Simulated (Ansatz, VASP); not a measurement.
Cu: VASP beside Ansatz

INCAR

```
ALGO = Normal
DIPOL = 0.5 0.5 0.500
EDIFF = 1E-6
ENCUT = 520
GGA = PS
GGA_COMPAT = False
IDIPOL = 3
ISIF = 2
ISMEAR = 1
LASPH = True
LCHARG = False
LDIPOL = True
LREAL = False
LWAVE = False
NBANDS = 60
NELM = 120
NELMDL = -8
PREC = Accurate
SIGMA = 0.1
```

Contents of KPOINTS:

```
k-points
0
Gamma
  13 13 1
```

POSCAR

```
Cu
1.0
    2.5195283580      0.0000000000      0.0000000000
    0.0000000000      2.5195283580      0.0000000000
    0.0000000000      0.0000000000     38.2526047000
Cu
9
Direct
    0.0000000000      0.0000000000      0.3137041280
    0.5000000000      0.5000000000      0.3602780960
    0.0000000000      0.0000000000      0.4068520640
    0.5000000000      0.5000000000      0.4534260320
    0.0000000000      0.0000000000      0.5000000000
    0.5000000000      0.5000000000      0.5465739680
    0.0000000000      0.0000000000      0.5931479360
    0.5000000000      0.5000000000      0.6397219040
    0.0000000000      0.0000000000      0.6862958720
```

Input for Ansatz:

```yaml
crystal:
  lattice:
    - [2.519528358, 0.0, 0.0]
    - [0.0, 2.519528358, 0.0]
    - [0.0, 0.0, 38.2526047]
  atoms:
    - { symbol: Cu, position: [0.0, 0.0, 0.313704128] }
    - { symbol: Cu, position: [0.5, 0.5, 0.360278096] }
    - { symbol: Cu, position: [0.0, 0.0, 0.406852064] }
    - { symbol: Cu, position: [0.5, 0.5, 0.453426032] }
    - { symbol: Cu, position: [0.0, 0.0, 0.5] }
    - { symbol: Cu, position: [0.5, 0.5, 0.546573968] }
    - { symbol: Cu, position: [0.0, 0.0, 0.593147936] }
    - { symbol: Cu, position: [0.5, 0.5, 0.639721904] }
    - { symbol: Cu, position: [0.0, 0.0, 0.686295872] }
kpoints:
  mp_grid: { grid: [13, 13, 1] }
scf:
  occupations: { method: cold, width: 0.1 }
hamiltonian:
  xc: pbesol
  pseudopotentials: { kind: paw, azcp: { folder: soft_1 } }
output:
  forces: true
  stress: false
  populations: false
efield:
  axis: 3
  dipole_correction: true
```

Alike in both runs: task single point; functional PBEsol; k mesh 13 × 13 × 1; no spin polarisation.

|  | VASP | Ansatz |
| --- | --- | --- |
| version | VASP 6.6.1 | Ansatz 0.2.0 |
| potentials or method | VASP PAW PBE potentials, release 64 (Cu) | plane-wave PAW, scalar-relativistic |
| plane-wave cutoff (eV) | 520 | 420 |
| occupations | methfessel-paxton of order 1, width 0.1 eV | cold, width 0.1 eV |
| valence electrons in the cell | 99 | 171 |

Ansatz gave:

- rms of the force components (eV/Å): 0.096

Q: What did VASP give for the same quantities?

A: rms of the force components (eV/Å): 0.090.

VASP's potentials were made for PBE, not for PBEsol, and Ansatz warns of the same on its side. Atom by atom the forces differ by 0.009 eV/Å (rms over components). VASP's potentials hold 99 valence electrons a cell and Ansatz's 171, so a difference there can come from the potentials and not from the codes.
